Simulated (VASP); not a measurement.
# LaP (I4/mmm) in VASP: electric field gradients with LDA

Aim: the electric field gradients of LaP with LDA.

Everything below comes from runs of VASP 6.6.1. Logs are shortened: lines on timing, memory, paths and dates and some standing lists are left out, and cuts for length are marked.

## (1) The cell of the first run

It takes space group I4/mmm (No. 139, tetragonal). The conventional cell has a = 4.260 Å, b = 4.260 Å, c = 5.904 Å, α = 90.00°, β = 90.00°, γ = 90.00°. La (site symmetry 4/mmm) has 6 P at 2.95 to 3.01 Å within 3.9 Å. Within 3.9 Å of P (site symmetry 4/mmm) lie 6 La at 2.95 to 3.01 Å.

## (2) Electric field gradients, LDA (zz strain of -2 %)

INCAR

```
ALGO = Normal ; EDIFF = 1E-8
ENCUT = 520 ; ISIF = 2
ISMEAR = -1 ; LASPH = T
LCHARG = F ; LEFG = T
LREAL = F ; LWAVE = F
NBANDS = 15 ; NELM = 80
PREC = Accurate ; SIGMA = 0.03
```

KPOINTS

```
k-points
0
Gamma
  10 10 10
```

POSCAR

```
LaP
1.0
    0.0000000000      3.0125000000      2.9522500000
    3.0125000000      0.0000000000      2.9522500000
    3.0125000000      3.0125000000      0.0000000000
La P
1 1
Direct
    0.0000000000      0.0000000000      0.0000000000
    0.5000000000      0.5000000000      0.5000000000
```

Potentials or basis: VASP PAW LDA potentials, release 64 (La, P).

The run is started by

```sh
> cat potpaw_LDA.64/La/POTCAR potpaw_LDA.64/P/POTCAR > POTCAR
> mpirun -np 1 vasp_std > vasp.out
```

OUTCAR:

```text
EDIFF = 1E-8
   ENCUT = 520
   ISIF = 2
   ISMEAR = -1
   LASPH = T
   LREAL = F
   NELM = 80
   PREC = Accurate

 ion  position               nearest neighbor table
   1  0.000  0.000  0.000-   2 2.95   2 2.95   2 3.01   2 3.01   2 3.01   2 3.01
   2  0.500  0.500  0.500-   1 2.95   1 2.95   1 3.01   1 3.01   1 3.01   1 3.01

  LATTYP: Found a body centered tetragonal cell.
 ALAT       =     4.2603183566
 C/A-ratio  =     1.3859292911

  Lattice vectors:

 A1 = (   0.0000000000,  -3.0125000000,  -2.9522500000)
 A2 = (   0.0000000000,   3.0125000000,  -2.9522500000)
 A3 = (   3.0125000000,   0.0000000000,   2.9522500000)

Analysis of symmetry for initial positions (statically):
=====================================================================
 Subroutine PRICEL returns:
 Original cell was already a primitive cell.

 Routine SETGRP: Setting up the symmetry group for a
 body centered tetragonal supercell.

 Subroutine GETGRP returns: Found 16 space group operations
 (whereof 16 operations were pure point group operations)
 out of a pool of 16 trial point group operations.

The static configuration has the point symmetry D_4h.

Analysis of symmetry for dynamics (positions and initial velocities):
=====================================================================
 Subroutine PRICEL returns:
 Original cell was already a primitive cell.

 Routine SETGRP: Setting up the symmetry group for a
 body centered tetragonal supercell.

 Subroutine GETGRP returns: Found 16 space group operations
 (whereof 16 operations were pure point group operations)
 out of a pool of 16 trial point group operations.

The dynamic configuration has the point symmetry D_4h.

 Subroutine INISYM returns: Found 16 space group operations
 (whereof 16 operations are pure point group operations),
 and found     1 'primitive' translations

----------------------------------------------------------------------------------------

                                     Primitive cell

  volume of cell :      53.5843

  direct lattice vectors                    reciprocal lattice vectors
     0.000000000  3.012500000  2.952250000    -0.165975104  0.165975104  0.169362351
     3.012500000  0.000000000  2.952250000     0.165975104 -0.165975104  0.169362351
     3.012500000  3.012500000  0.000000000     0.165975104  0.165975104 -0.169362351

  length of vectors
     4.217930335  4.217930335  4.260318357     0.289446154  0.289446154  0.289446154

  position of ions in fractional coordinates (direct lattice)
     0.000000000  0.000000000  0.000000000
     0.500000000  0.500000000  0.500000000

  ion indices of the primitive-cell ions
   primitive index   ion index
                 1           1
                 2           2

----------------------------------------------------------------------------------------

 KPOINTS: k-points

Automatic generation of k-mesh.
 Grid dimensions read from file:
 generate k-points for:   10   10   10

 Generating k-lattice:

  Cartesian coordinates                     Fractional coordinates (reciprocal lattice)
    -0.016597510  0.016597510  0.016936235     0.100000000  0.000000000  0.000000000
     0.016597510 -0.016597510  0.016936235     0.000000000  0.100000000  0.000000000
     0.016597510  0.016597510 -0.016936235     0.000000000  0.000000000  0.100000000

  Length of vectors
     0.028944615  0.028944615  0.028944615

  Shift w.r.t. Gamma in fractional coordinates (k-lattice)
     0.000000000  0.000000000  0.000000000

 Subroutine IBZKPT returns following result:
 ===========================================

 Found    102 irreducible k-points:

 Following reciprocal coordinates:
            Coordinates               Weight
  0.000000  0.000000  0.000000      1.000000
  0.100000 -0.000000  0.000000      8.000000
  0.200000 -0.000000  0.000000      8.000000
  0.300000 -0.000000  0.000000      8.000000
  0.400000 -0.000000  0.000000      8.000000
  0.500000 -0.000000  0.000000      4.000000
[... 16 lines left out ...]
  0.300000  0.300000  0.000000      2.000000
  0.400000  0.300000  0.000000      8.000000
 [... further k-points ...]
   k-points           NKPTS =    102   k-points in BZ     NKDIM =    102   number of bands    NBANDS=     15
   number of dos      NEDOS =    301   number of ions     NIONS =      2
   total plane-waves  NPLWV =  32768
   dimension x,y,z NGX =    32 NGY =   32 NGZ =   32
   dimension x,y,z NGXF=    64 NGYF=   64 NGZF=   64
   ions per type =               1   1
   NGX,Y,Z   is equivalent  to a cutoff of  12.61, 12.61, 12.49 a.u.
   NGXF,Y,Z  is equivalent  to a cutoff of  25.23, 25.23, 24.97 a.u.
 SYSTEM =  unknown system
   PREC   = accura    normal or accurate (medium, high low for compatibility)
   ISTART =      0    job   : 0-new  1-cont  2-samecut
   ICHARG =      2    charge: 1-file 2-atom 10-const
   ISPIN  =      1    spin polarized calculation?
   LNONCOLLINEAR =      F non collinear calculations
   LSORBIT =      F    spin-orbit coupling
   LASPH  =      T    aspherical Exc in radial PAW
   ENCUT  =  520.0 eV  38.22 Ry    6.18 a.u.   7.84  7.84  7.92*2*pi/ulx,y,z
   NELM   =     80;   NELMIN=  2; NELMDL= -5     # of ELM steps
   EDIFF  = 0.1E-07   stopping-criterion for ELM
   LREAL  =      F    real-space projection
   EDIFFG = 0.1E-06   stopping-criterion for IOM
   NSW    =      0    number of steps for IOM
   IBRION =     -1    ionic relax: 0-MD 1-quasi-New 2-CG
   NFREE  =      0    steps in history (QN), initial steepest desc. (CG)
   ISIF   =      2    stress and relaxation
   ISYM   =      2    0-nonsym 1-usesym 2-fastsym
   POTIM  = 0.5000    time-step for ionic-motion
   TEBEG  =    0.0;   TEEND  =   0.0 temperature during run
   PSTRESS=    0.0 pullay stress
   NELECT =      16.0000    total number of electrons
   NUPDOWN=      -1.0000    fix difference up-down
   EMIN   =  10.00;   EMAX   =-10.00  energy-range for DOS
   EFERMI =   0.00;   METHOD = LEGACY
   ISMEAR =    -1;   SIGMA  =   0.03  broadening in eV -4-tet -1-fermi 0-gaus
   EFERMI_NEDOS =   21; number of points for ismear=-14 and -15
   IALGO  =     38    algorithm
   IMIX   =      4    mixing-type and parameters
     AMIX     =   0.40;   BMIX     =  1.00
     AMIX_MAG =   1.60;   BMIX_MAG =  1.00
  volume/ion in A,a.u.               =      26.79       180.80
  Fermi-wavevector in a.u.,A,eV,Ry     =   1.094214  2.067765 16.290325  1.197305
  Thomas-Fermi vector in A             =   2.230515
   LORBIT       =      0    0 simple, 1 ext, 2 COOP (PROOUT), +10 PAW based schemes
   GGA     = CA    functional components
   LHFCALC =     F    Hartree Fock is set to
   AEXX    =    0.0000 exact exchange contribution
   IVDW    =     0    specifies the selected vdW correction
   LEPSILON=     F    determine dielectric tensor
   LRPA    =     F    only Hartree local field effects (RPA)
 non-spin polarized calculation
  energy-cutoff  :      520.00
  volume of cell :       53.58
 maximum number of plane-waves:      1454
   NGX = 15   NGY = 15   NGZ = 15

 number of electron      16.0000000 magnetization

 Free energy of the ion-electron system (eV)
  ---------------------------------------------------
  ext. energy  EPLUGINS =         0.00000000
  ---------------------------------------------------
  free energy    TOTEN  =       -14.69421349 eV

  energy without entropy =      -14.69345910  energy(sigma->0) =      -14.69383629

 E-fermi :   6.4648     XC(G=0): -10.0187

 val. band max:        6.4158885705   @ k =   0.4000   0.0000   0.4000
 cond. band min:       6.4666606919   @ k =   0.5000   0.0000   0.5000
 fundamental gap:      0.0507721214
 Fermi energy:         6.4648093974

 k-point     1 :       0.0000    0.0000    0.0000
  band No.  band energies     occupation
      1     -25.0772      2.00000
      2      -8.6441      2.00000
      3      -8.6307      2.00000
      4      -8.6307      2.00000
      5      -2.6890      2.00000
      6       6.5509      0.10742
      7       6.5509      0.10742
      8       6.6250      0.00956
      9       8.1449      0.00000
     10       8.1449      0.00000
     11       8.3170      0.00000
     12       9.0381      0.00000
     13       9.0614      0.00000
     14       9.1501      0.00000
     15       9.6130      0.00000

 k-point     2 :       0.1000   -0.0000    0.0000
  band No.  band energies     occupation
      1     -25.0720      2.00000
      2      -8.7202      2.00000
      3      -8.6432      2.00000
      4      -8.6372      2.00000
      5      -2.5430      2.00000
      6       6.0968      1.99999
      7       6.2502      1.99843
      8       6.3030      1.99094
      9       8.1785      0.00000
     10       8.2923      0.00000
     11       8.4074      0.00000
     12       9.1892      0.00000
     13       9.2204      0.00000
     14       9.2864      0.00000
     15       9.6168      0.00000

 k-point     3 :       0.2000   -0.0000    0.0000
  band No.  band energies     occupation
      1     -25.0582      2.00000
      2      -8.9266      2.00000
      3      -8.6552      2.00000
      4      -8.6541      2.00000
      5      -2.1625      2.00000
      6       5.1745      2.00000
      7       5.6920      2.00000
      8       5.7278      2.00000
      9       8.2412      0.00000
     10       8.6316      0.00000
     11       8.6998      0.00000
     12       9.3744      0.00000
     13       9.3950      0.00000
     14       9.4085      0.00000
     15       9.6204      0.00000
[... 343 lines left out ...]
 k-point    23 :       0.3000    0.3000    0.0000
  band No.  band energies     occupation
      1     -25.0276      2.00000
      2      -9.0827      2.00000
      3      -8.7839      2.00000
      4      -8.7839      2.00000
      5      -1.9896      2.00000
      6       4.5221      2.00000
      7       6.1974      1.99973
      8       6.1974      1.99973
      9       6.7607      0.00010
     10       9.2628      0.00000
     11       9.3187      0.00000
     12       9.3187      0.00000
     13       9.3258      0.00000
     14       9.5008      0.00000
     15       9.8871      0.00000

 k-point    24 :       0.4000    0.3000    0.0000
  band No.  band energies     occupation
      1     -25.0166      2.00000
      2      -9.1527      2.00000
      3      -8.8260      2.00000
      4      -8.8081      2.00000
      5      -1.9973      2.00000
      6       4.7658      2.00000
      7       5.8305      2.00000
      8       6.0577      2.00000
      9       6.9643      0.00000
     10       9.2846      0.00000
     11       9.3161      0.00000
     12       9.3842      0.00000
     13       9.3858      0.00000
     14       9.5290      0.00000
     15       9.7511      0.00000

 [... further k-points ...]

------------------------ aborting loop because EDIFF is reached ----------------------------------------

  FORCE on cell =-STRESS in cart. coord.  units (eV):
  Direction    XX          YY          ZZ          XY          YZ          ZX
  --------------------------------------------------------------------------------------
  -------------------------------------------------------------------------------------
  Total       -0.9240259     -0.9240259      0.0828162      0.0000000      0.0000000     -0.0000000
  in kB      -27.6285110    -27.6285110      2.4762166      0.0000000      0.0000000     -0.0000000
  external PRESSURE =     -17.5936018 kB  Pullay stress =       0.0000000 kB

 VOLUME and BASIS-vectors are now :
 -----------------------------------------------------------------------------
  energy-cutoff  :      520.00
  volume of cell :       53.58
      direct lattice vectors                 reciprocal lattice vectors
     0.000000000  3.012500000  2.952250000    -0.165975104  0.165975104  0.169362351
     3.012500000  0.000000000  2.952250000     0.165975104 -0.165975104  0.169362351
     3.012500000  3.012500000  0.000000000     0.165975104  0.165975104 -0.169362351

 POSITION                                       TOTAL-FORCE (eV/Angst)
 -----------------------------------------------------------------------------------
      0.00000      0.00000      0.00000         0.000000     -0.000000      0.000000
      3.01250      3.01250      2.95225        -0.000000      0.000000     -0.000000
 -----------------------------------------------------------------------------------
    total drift:                                0.000000     -0.000000     -0.000000

  FREE ENERGIE OF THE ION-ELECTRON SYSTEM (eV)
  ---------------------------------------------------
  free  energy   TOTEN  =       -14.6942134901 eV

  energy  without entropy=      -14.6934590964  energy(sigma->0) =      -14.69383629

 Electric field gradients (V/A^2)
---------------------------------------------------------------------
 ion       V_xx      V_yy      V_zz      V_xy      V_xz      V_yz
---------------------------------------------------------------------
   1      15.254    15.254   -30.508     0.000     0.000     0.000
   2       3.068     3.068    -6.136    -0.000    -0.000    -0.000
---------------------------------------------------------------------

 Electric field gradients after diagonalization (V/A^2)
 (convention: |V_zz| > |V_xx| > |V_yy|)
----------------------------------------------------------------------
 ion       V_xx      V_yy      V_zz     asymmetry (V_yy - V_xx)/ V_zz
----------------------------------------------------------------------
   1      15.254    15.254   -30.508       0.000
   2       3.068     3.068    -6.136       0.000
----------------------------------------------------------------------

           NMR quadrupolar parameters

 Cq : quadrupolar parameter    Cq=e*Q*V_zz/h
 eta: asymmetry parameters     (V_yy - V_xx)/ V_zz
 Q  : nuclear electric quadrupole moment in mb (millibarn)
----------------------------------------------------------------------
 ion       Cq(MHz)       eta       Q (mb)
----------------------------------------------------------------------
   1      -0.074       0.000       1.000
   2      -0.015       0.000       1.000
----------------------------------------------------------------------
```

Wall time 1.9 min (1 thread of Intel Xeon 8259CL, shared host); peak memory 0.23 GiB.

What came out:

* Free energy: -14.6942 eV
* Pressure: -1.8 GPa
* Band gap on the k mesh: zero (bands 8 and 9 overlap by 0.26 eV)
* Largest electric field gradient by atom: La -30.5; P -6.1 V/Å²

Stress tensor (GPa, compression positive):
```
-2.76  0.00  0.00
 0.00 -2.76  0.00
 0.00  0.00  0.25
```

Electric field gradients, principal values (V/Å²):
```tsv
atom	least	middle	greatest (by size)
1 La	15.254	15.254	-30.508
2 P	3.068	3.068	-6.136
```

Caveat: the cell differs from its parent crystal (zz strain of -2 %); without QUAD_EFG the Cq values of the log hold for a quadrupole moment of 1 mb, not for the nuclei; spin-orbit coupling is left out, which moves the levels of the heavy elements.
